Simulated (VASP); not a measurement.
# Si: single point with LDA

Crystal: Si.

```xyz
3
Lattice="4.3583 0.0000 0.0000 -2.1792 3.7744 0.0000 0.0000 0.0000 2.4997" Properties=species:S:1:pos:R:3 pbc="T T T"
Si    4.3583    0.0000    0.0000
Si    0.0000    2.5163    1.2498
Si    2.1792    1.2581    1.2498
```

This cell differs from its parent crystal: volume scaled by 0.96.

- Program: VASP 6.6.1
- Task: single point
- Functional: LDA
- Potentials or basis: VASP PAW LDA potentials, release 64 (Si)
- Cutoff: 520 eV
- k mesh: 11 × 11 × 16
- Occupations: fermi-dirac, width 0.1 eV
- Spin: no spin polarisation
- Dipole correction: no
- Further INCAR settings: ALGO = Normal; EDIFF = 1e-06; NBANDS = 13

```json
{"Pressure": "4.6 GPa", "Band gap on the k mesh": "zero (band 6 reaches 13.48 eV, above the bottom of band 7 at 6.13 eV)"}
```

Stress tensor (GPa, compression positive):
```
4.53 0.00 0.00
0.00 4.53 0.00
0.00 0.00 4.71
```

Levels at points of the mesh, in eV from the Fermi level:
```
           k point  band 2  band 3  band 4  band 5  band 6  band 7  band 8  band 9  band 10  band 11
(0.00, 0.00, 0.00)   -5.39   -5.20   -4.70   -4.70   -4.63   -4.63    6.51    7.76    11.28    11.28
(0.00, 0.00, 0.50)   -8.68   -0.87   -0.62   -0.62   -0.55    0.58    0.86    0.86     0.86     0.86
```

Wall time 98 s on 1 thread of AMD EPYC 7R13, on a shared host, peak memory 0.14 GiB.
